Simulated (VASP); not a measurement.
Input of a VASP 6.6.1 run:

File INCAR:

```
PREC = Accurate
ENCUT = 520
EDIFF = 1E-6
ISMEAR = 0
SIGMA = 0.02
LREAL = False
LASPH = True
NELM = 60
ALGO = Normal
ISIF = 2
LWAVE = False
LCHARG = True
GGA = CA
LELF = True
LVHAR = True
NBANDS = 16
```

KPOINTS

```
Automatic mesh
0
Gamma
  10 10 10
```

File POSCAR:

```
InP
1.0
    0.0000000000      2.9140195915      2.9140195915
    2.9140195915      0.0000000000      2.9140195915
    2.9140195915      2.9140195915      0.0000000000
In P
1 1
Direct
    0.0000000000      0.0000000000      0.0000000000
    0.7500000000      0.7500000000      0.7500000000
```

Potentials or basis: VASP PAW LDA potentials, release 64 (In_d, P).

The run is started by

```console
$ cat potpaw_LDA.64/In_d/POTCAR potpaw_LDA.64/P/POTCAR > POTCAR
$ mpirun -np 1 vasp_std > vasp.out
```

Question: Estimate the pressure.

Answer: 0.0 GPa.

Question: Estimate the band gap on the k mesh.

Answer: 0.60 eV, direct.

Caveat: spin-orbit coupling is left out, which moves the levels of the heavy elements. Expect the measured gap to be larger: semilocal functionals such as LDA lack the derivative discontinuity.
